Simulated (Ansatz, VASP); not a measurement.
**C: VASP beside Ansatz**

Contents of INCAR:

```
PREC = Accurate
ENCUT = 600
EDIFF = 1E-7
ISMEAR = 0
SIGMA = 0.02
LREAL = False
LASPH = True
NELM = 120
ALGO = Normal
ISIF = 3
LWAVE = False
LCHARG = False
IBRION = 2
NSW = 100
EDIFFG = -0.002
GGA_COMPAT = False
NELMIN = 4
```

KPOINTS

```
regular mesh
0
Gamma
  12 12 12
```

POSCAR

```
C
1.0
    0.0000000000      1.7657474434      1.7657474434
    1.7657474434      0.0000000000      1.7657474434
    1.7657474434      1.7657474434      0.0000000000
C
2
Direct
    0.0000000000      0.0000000000      0.0000000000
    0.2500000000      0.2500000000      0.2500000000
```

Input for Ansatz:

```yaml
crystal:
  lattice:
    - [0.0, 1.7657474434, 1.7657474434]
    - [1.7657474434, 0.0, 1.7657474434]
    - [1.7657474434, 1.7657474434, 0.0]
  atoms:
    - { symbol: C, position: [0.0, 0.0, 0.0] }
    - { symbol: C, position: [0.25, 0.25, 0.25] }
basis:
  ecutwfc: 420
kpoints:
  mp_grid: { grid: [12, 12, 12] }
hamiltonian:
  xc: lda
  pseudopotentials: { kind: paw, azcp: { folder: soft_1 } }
scf:
  occupations: { method: gaussian, width: 0.02 }
output:
  forces: true
  stress: true
  eigenvalues: true
relax:
  adjacent_minimum: "off"
  f_tol: 0.002
  max_steps: 80
  cell: { stress_tol: 0.02 }
```

Alike in both runs: task relaxation of cell and atoms; functional LDA; k mesh 12 × 12 × 12; occupations gaussian, width 0.02 eV; no spin polarisation.

```csv
,VASP,Ansatz
version,VASP 6.6.1,Ansatz 0.2.0
potentials or method,"VASP PAW LDA potentials, release 64 (C), cutoff 600 eV","scalar-relativistic, plane waves, PAW"
valence electrons in the cell,8,8
```

```tsv
	VASP	Ansatz	Ansatz less VASP
gap on the k mesh at the Fermi level, each at its own relaxed structure (eV)	4.19	4.20	+0.009
relaxed volume (Å³/atom)	5.52	5.51	-0.011
relaxed cell length with the largest relative difference (Å)	2.499	2.497	-0.0017
```

Ansatz warns that its potentials were made for another functional, while VASP's fit it. LDA's correlation is that of Perdew and Zunger in VASP and of Perdew and Wang (1992) in Ansatz.
